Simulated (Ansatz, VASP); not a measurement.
# W in VASP and in Ansatz

INCAR

```
SYSTEM = W
PREC = Accurate
ENCUT = 600
EDIFF = 1E-6
ISMEAR = 0
SIGMA = 0.1
LREAL = .FALSE.
LASPH = .TRUE.
NELM = 100
ALGO = Normal
ISIF = 3
LWAVE = .FALSE.
LCHARG = .FALSE.
GGA = PS
IBRION = 2
NSW = 100
EDIFFG = -0.005
```

The input KPOINTS:

```
Automatic mesh
0
G
  18 18 18
  0 0 0
```

File POSCAR:

```
W
1.0
   -1.5777842237      1.5777842237      1.5777842237
    1.5777842237     -1.5777842237      1.5777842237
    1.5777842237      1.5777842237     -1.5777842237
W
1
Direct
    0.0000000000      0.0000000000      0.0000000000
```

Input for Ansatz:

```yaml
crystal:
  lattice:
    - [-1.5777842238, 1.5777842238, 1.5777842238]
    - [1.5777842238, -1.5777842238, 1.5777842238]
    - [1.5777842238, 1.5777842238, -1.5777842238]
  atoms:
    - { symbol: W, position: [0.0, 0.0, 0.0] }
basis:
  ecutwfc: 420
kpoints:
  mp_grid: { grid: [18, 18, 18] }
hamiltonian:
  xc: pbesol
  pseudopotentials: { kind: paw, azcp: { folder: soft_1 } }
scf:
  occupations: { method: gaussian, width: 0.1 }
output:
  forces: true
  stress: true
  eigenvalues: true
  write_density: true
  write_potential: true
  elf: true
  volumetric_format: npy
relax:
  adjacent_minimum: "off"
  f_tol: 0.005
  max_steps: 80
  cell: { stress_tol: 0.05 }
```

Alike in both runs: task relaxation of cell and atoms; functional PBEsol; k mesh 18 × 18 × 18; occupations gaussian, width 0.1 eV; no spin polarisation.

|  | VASP | Ansatz |
| --- | --- | --- |
| version | VASP 6.6.1 | Ansatz 0.2.0 |
| potentials or method | VASP PAW PBE potentials, release 64 (W_sv), cutoff 600 eV | scalar-relativistic, plane waves, PAW |
| valence electrons in the cell | 14 | 14 |

|  | VASP | Ansatz | Ansatz less VASP |
| --- | --- | --- | --- |
| gap on the k mesh at the Fermi level, each at its own relaxed structure (eV) | none | none | - |
| relaxed volume (Å³/atom) | 15.73 | 15.70 | -0.030 |
| relaxed length of the cell vector where the two differ most in proportion (Å) | 2.734 | 2.732 | -0.0017 |

VASP's potentials were made for PBE, not for PBEsol, and Ansatz warns of the same on its side. A gap of «none» marks a metal or a gap that the smearing closes.

Spin-orbit coupling is off throughout.
